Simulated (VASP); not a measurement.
A run of VASP 6.6.1:

INCAR

```
PREC = Accurate
ENCUT = 600
EDIFF = 1E-6
ISMEAR = -1
SIGMA = 0.1
LREAL = F
LASPH = T
NELM = 120
ALGO = Normal
ISIF = 2
LWAVE = F
LCHARG = T
GGA = PS
LELF = T
LVHAR = T
NBANDS = 14
GGA_COMPAT = F
```

The input KPOINTS:

```
Automatic mesh
0
Gamma
  14 14 14
```

File POSCAR:

```
MgAu
1.0
    3.0991852492      0.0000000000      0.0000000000
    0.0000000000      3.0991852492      0.0000000000
    0.0000000000      0.0000000000      3.0991852492
Mg Au
1 1
Direct
    0.5000000000      0.5000000000      0.5000000000
    0.0000000000      0.0000000000      0.0000000000
```

Potentials or basis: VASP PAW PBE potentials, release 64 (Mg, Au).

Run with:

```sh
$ cat potpaw_PBE.64/Mg/POTCAR potpaw_PBE.64/Au/POTCAR > POTCAR
$ mpirun -np 1 vasp_std > vasp.out
```

Hardware: 1 thread of Intel Xeon 8259CL, on a shared host.

Task: Estimate the wall time of this run.

Result: Run time: 71 s on 1 thread of Intel Xeon 8259CL (shared host), peak memory 0.21 GiB. Counts: scf iterations 11, k points 120.
